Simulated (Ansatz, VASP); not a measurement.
I in VASP and in Ansatz

```
I
1.0
     2.75381    0.00000    0.00000
     0.00000    2.75381    0.00000
     0.00000    0.00000    2.75381
I
1
Direct
  0.00000 0.00000 0.00000
```

Change from the starting cell: volume scaled by 0.5, LAPW.

Alike in both runs: task single point; functional PBE; k mesh 11 × 11 × 11; occupations fermi-dirac, width 0.1 eV; no spin polarisation.

```csv
,VASP,Ansatz
version,VASP 6.6.1,Ansatz 0.2.0
potentials or method,"VASP PAW PBE potentials, release 64 (I), cutoff 520 eV","all-electron LAPW, scalar-relativistic"
```

VASP gave:

* pressure (GPa): 80.6

Q: Which values does Ansatz return?

A: Pressure (GPa): 80.8.

Both programs put the cell under a high pressure, so it lies far from rest at this level. Ansatz ran all-electron here, and VASP with PAW potentials.

Spin-orbit coupling is off throughout. Noted on VASP's run: the cell as given lies far from equilibrium.
